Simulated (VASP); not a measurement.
# Si8O16F (a cell with a defect): single point with PBE+D3(BJ)

System: Si8O16F (a cell with a defect).

```
Si O F
1.0
    -4.15010   -4.15010    0.00000
     4.15010   -4.15010    0.00000
     0.00000    0.00000    5.31500
Si O F
8 16 1
Direct
  0.48668 0.49193 0.00070
  0.99487 0.49607 0.25236
  0.49601 0.49899 0.50100
  0.99253 0.51754 0.75222
  0.01149 0.00736 0.99450
  0.49759 0.99099 0.25598
  0.99038 0.01849 0.48841
  0.49893 0.98546 0.75298
  0.18641 0.52039 0.99424
  0.08193 0.20323 0.21182
  0.79735 0.49814 0.00611
  0.99802 0.81575 0.24618
  0.18768 0.50739 0.50290
  0.00249 0.20516 0.74878
  0.79940 0.55191 0.51221
  0.00224 0.81806 0.75173
  0.69837 0.00291 0.00618
  0.48895 0.68761 0.24649
  0.31501 0.98157 0.99417
  0.47091 0.30445 0.24681
  0.67705 0.93673 0.51606
  0.48732 0.68140 0.75904
  0.30003 0.99329 0.50453
  0.49859 0.29655 0.74656
  0.79249 0.22742 0.38953
```

```json
{
 "Program": "VASP 6.6.1",
 "Task": "single point",
 "Functional": "PBE",
 "Dispersion": "D3(BJ)",
 "Potentials or basis": "VASP PAW PBE potentials, release 64 (Si, O, F)",
 "Cutoff": "520 eV",
 "k mesh": "2 × 2 × 3",
 "Occupations": "gaussian, width 0.02 eV",
 "Spin": "no spin polarisation"
}
```

| Quantity | Value |
| --- | --- |
| Largest force | 0.105 eV/Å |
| Dispersion energy per atom | -0.244 eV |

Forces in eV/Å, atoms in the order of the input:
```
Si   0.007  0.001 -0.001
Si   0.018 -0.031 -0.003
Si   0.006 -0.003 -0.012
Si  -0.009 -0.014  0.008
Si  -0.024  0.009 -0.005
Si   0.023  0.016 -0.017
Si  -0.099  0.007  0.034
Si  -0.003  0.016  0.020
O   -0.010  0.002  0.005
O    0.024 -0.004  0.025
O    0.009  0.014 -0.008
O   -0.019  0.017 -0.012
O   -0.013 -0.009  0.004
O    0.020 -0.006 -0.013
O    0.003  0.033 -0.005
O   -0.002 -0.001 -0.009
O   -0.008 -0.017  0.005
O    0.013 -0.015 -0.005
O    0.024  0.011  0.024
O   -0.032  0.012  0.010
O   -0.009 -0.051 -0.029
O    0.012 -0.022 -0.002
O    0.009  0.010  0.004
O   -0.022  0.010 -0.001
F    0.082  0.016 -0.020
```

Levels at points of the mesh, in eV from the Fermi level:
| k point | band 65 | band 66 | band 67 | band 68 | band 69 | band 70 | band 71 | band 72 |
| --- | --- | --- | --- | --- | --- | --- | --- | --- |
| (0.00, 0.00, 0.00) | -1.47 | -0.88 | -0.57 | -0.20 | 5.05 | 5.92 | 6.31 | 6.41 |
| (0.50, 0.00, 0.00) | -1.64 | -1.24 | -0.70 | -0.27 | 5.93 | 6.11 | 6.70 | 6.92 |
| (0.00, 0.50, 0.00) | -1.64 | -1.38 | -0.82 | -0.22 | 5.97 | 6.28 | 6.56 | 6.77 |
| (0.50, 0.50, 0.00) | -1.58 | -1.30 | -1.07 | -0.44 | 6.54 | 6.81 | 6.92 | 7.07 |

It took 2.3 min on 1 thread of Intel(R) Xeon(R) Platinum 8559C (Emerald Rapids) (shared host), peak memory 0.32 GiB.

Caveat: the k points lie up to 0.54 Å⁻¹ apart; the cell carries a net charge on a neutralising background, which shifts energy and pressure; the cell is charged against a uniform background, so pressure and absolute levels hang on convention.
